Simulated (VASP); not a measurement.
# LiCl: dielectric tensor with r2SCAN

Crystal: LiCl.

```
Li Cl
1.0
     0.00000    2.55604    2.55604
     2.55604    0.00000    2.55604
     2.55604    2.55604    0.00000
Li Cl
1 1
Direct
  0.00000 0.00000 0.00000
  0.50000 0.50000 0.50000
```

```
Program                : VASP 6.6.1
Task                   : dielectric tensor
Functional             : r2SCAN
Potentials or basis    : VASP PAW PBE potentials, release 64 (Li_sv, Cl)
Cutoff                 : 520 eV
k mesh                 : 8 × 8 × 8
Occupations            : gaussian, width 0.01 eV
Spin                   : no spin polarisation
Dipole correction      : no
Further INCAR settings : ALGO = Normal; EDIFF = 1e-08
```

```yaml
Band_gap_on_the_k_mesh: 7.36 eV
Electronic_dielectric_tensor_diagonal: 2.83
Born_charges_mean_of_the_diagonal: Li +1.17; Cl -1.17 e
```

Levels at points of the mesh, in eV from the valence-band top:
```
           k point  band 3  band 4  band 5  band 6  band 7  band 8
(0.00, 0.00, 0.00)    0.00    0.00    0.00    7.36   12.67   12.67
(0.50, 0.00, 0.00)   -2.88   -0.28   -0.28    7.55   10.32   10.32
(0.50, 0.50, 0.00)   -2.98   -1.14   -1.14    8.79    8.91   13.67
```

Electronic dielectric tensor:
```
2.83 0.00 0.00
0.00 2.83 0.00
0.00 0.00 2.83
```

Born effective charge tensors (e):
atom 1, Li
```
1.17 0.00 0.00
0.00 1.17 0.00
0.00 0.00 1.17
```
atom 2, Cl
```
-1.17  0.00  0.00
 0.00 -1.17  0.00
 0.00  0.00 -1.17
```

Dipole moments of the cell (e·Å, modulo the quantum): ionic -17.892, -17.892, -17.892; electronic 0.000, 0.000, 0.003

Wall time 35 min on 1 thread of Intel(R) Xeon(R) Platinum 8259CL CPU @ 2.50GHz (Skylake/Cascade Lake), with other jobs on the host, peak memory 0.33 GiB.

 A k mesh can miss the band edges.
